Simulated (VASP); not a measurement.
Write the native input for VASP 6.6.1 that does the following.

```
Task                   : single point
Functional             : RPBE
Dispersion             : D4
Potentials or basis    : VASP PAW PBE potentials, release 64 (Ga_d)
Cutoff                 : 520 eV
k mesh                 : 10 × 10 × 10
Occupations            : fermi-dirac, width 0.05 eV
Spin                   : no spin polarisation
Dipole correction      : no
Further INCAR settings : ALGO = Normal; EDIFF = 1e-06; NBANDS = 12
```

The structure of Ga lies in POSCAR:

```
Ga
1.0
    2.6322112095      0.0000000000      0.0000000000
    0.0000000000      2.6322112095      0.0000000000
    0.0000000000      0.0000000000      2.6322112095
Ga
1
Direct
    0.0000000000      0.0000000000      0.0000000000
```

One way to write it, as run:

INCAR

```
SYSTEM = Ga
ALGO = Normal
EDIFF = 1E-6
ENCUT = 520
GGA = RP
ISIF = 2
ISMEAR = -1
IVDW = 13
LASPH = .TRUE.
LCHARG = .FALSE.
LREAL = .FALSE.
LWAVE = .FALSE.
NBANDS = 12
NELM = 100
PREC = Accurate
SIGMA = 0.05
```

KPOINTS

```
k-points
0
G
  10 10 10
  0 0 0
```

Potentials or basis: VASP PAW PBE potentials, release 64 (Ga_d).

Command:

```bash
$ cat potpaw_PBE.64/Ga_d/POTCAR > POTCAR
$ mpirun -np 1 vasp_std > vasp.out
```

Results of the run:

```json
{
 "Pressure": "0.2 GPa",
 "Dispersion energy per atom": "-0.925 eV"
}
```

Caveat: the PAW data sets were made with another functional, which shifts forces and pressure a little; pairwise dispersion overbinds metals, which lowers pressure and volume.

It took 3.7 s on 1 thread of Intel(R) Xeon(R) 6975P-C (Granite Rapids) (shared host), peak memory 0.13 GiB.
